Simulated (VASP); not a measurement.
Wanted: the native input for a VASP 6.6.1 run.

```yaml
Task: single point
Functional: PBE
Potentials_or_basis: VASP PAW PBE potentials, release 64 (Cl)
Cutoff: 520 eV
k_mesh: 4 × 4 × 4
Occupations: gaussian, width 0.1 eV
Spin: no spin polarisation
Dipole_correction: no
Further_INCAR_settings: ALGO = Normal; EDIFF = 1e-06; NBANDS = 30
```

The structure of Cl lies in POSCAR:

```
Cl
1.0
    5.1708305486      0.1606403262      0.0328195965
   -1.0380561514      6.7866685422      0.2560177405
    2.5937731578     -2.8911666267      6.9460147181
Cl
6
Direct
    0.8254526362      1.0811491529      0.0571496362
    0.7544962971      0.4436459968      0.4855174930
    0.7762527599      0.6825696772      0.7264097780
    0.5286899491      0.6912030105      0.3400097856
    0.1336469517      0.2247785760      0.9131998523
    0.3634077014      0.8810974849      0.2577668188
```

The cell was generated, and may not be a known phase.

The input as run:

INCAR

```
SYSTEM = Cl
PREC     = Accurate       ! precision mode
ENCUT    = 520            ! plane-wave cutoff, eV
EDIFF    = 1E-6           ! SCF threshold, eV
ISMEAR   = 0              ! smearing method
SIGMA    = 0.1            ! smearing width, eV
LREAL    = .FALSE.        ! projectors in reciprocal space
LASPH    = .TRUE.         ! aspherical terms in the spheres
NELM     = 100            ! most SCF steps
ALGO     = Normal         ! electronic algorithm
ISIF     = 2              ! what is computed and relaxed
LWAVE    = .FALSE.        ! write WAVECAR
LCHARG   = .FALSE.        ! write CHGCAR
GGA      = PE             ! functional
NBANDS   = 30             ! bands
```

KPOINTS

```
regular mesh
0
G
  4 4 4
  0 0 0
```

Potentials or basis: VASP PAW PBE potentials, release 64 (Cl).

Run with:

```bash
$ cat potpaw_PBE.64/Cl/POTCAR > POTCAR
$ mpirun -np 1 vasp_std > vasp.out
```

Results of the run:

```yaml
Pressure: -0.3 GPa
Largest_force: 0.219 eV/Å
Band_gap_on_the_k_mesh: 2.54 eV (least direct gap 2.61 eV)
```

Caveat: this functional lacks dispersion, which holds the molecules together, so the pressure and a relaxed volume are unreliable.

Run time: 2.4 min on 1 thread of Intel(R) Xeon(R) Platinum 8488C (Sapphire Rapids) (shared host), peak memory 0.43 GiB.
